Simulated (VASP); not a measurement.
Set up this calculation in VASP 6.6.1, as the native input.

```
Task                   : single point
Functional             : LDA
Potentials or basis    : VASP PAW LDA potentials, release 64 (Bi_d)
Cutoff                 : 520 eV
k mesh                 : 9 × 9 × 9
Occupations            : fermi-dirac, width 0.025 eV
Spin                   : no spin polarisation
Dipole correction      : no
Further INCAR settings : ALGO = Normal; EDIFF = 1e-07; NBANDS = 14
```

The structure of Bi lies in POSCAR:

```
Bi
1.0
   -1.9814305318      1.9814305318      1.9814305318
    1.9814305318     -1.9814305318      1.9814305318
    1.9814305318      1.9814305318     -1.9814305318
Bi
1
Direct
    0.0000000000      0.0000000000      0.0000000000
```

These files were run (other wordings do the same):

INCAR

```
SYSTEM = Bi
PREC = Accurate
ENCUT = 520
EDIFF = 1E-7
ISMEAR = -1
SIGMA = 0.025
LREAL = .FALSE.
LASPH = .TRUE.
NELM = 60
ALGO = Normal
ISIF = 2
LWAVE = .FALSE.
LCHARG = .TRUE.
LELF = .TRUE.
LVHAR = .TRUE.
NBANDS = 14
```

KPOINTS

```
regular mesh
0
G
  9 9 9
  0 0 0
```

Potentials or basis: VASP PAW LDA potentials, release 64 (Bi_d).

Run with:

```console
$ cat potpaw_LDA.64/Bi_d/POTCAR > POTCAR
$ mpirun -np 1 vasp_std > vasp.out
```

It gave:

```json
{
 "Pressure": "-3.3 GPa"
}
```

It took 14 s on 1 thread of Intel(R) Xeon(R) Platinum 8375C CPU @ 2.90GHz (Ice Lake) (shared host), peak memory 0.14 GiB.
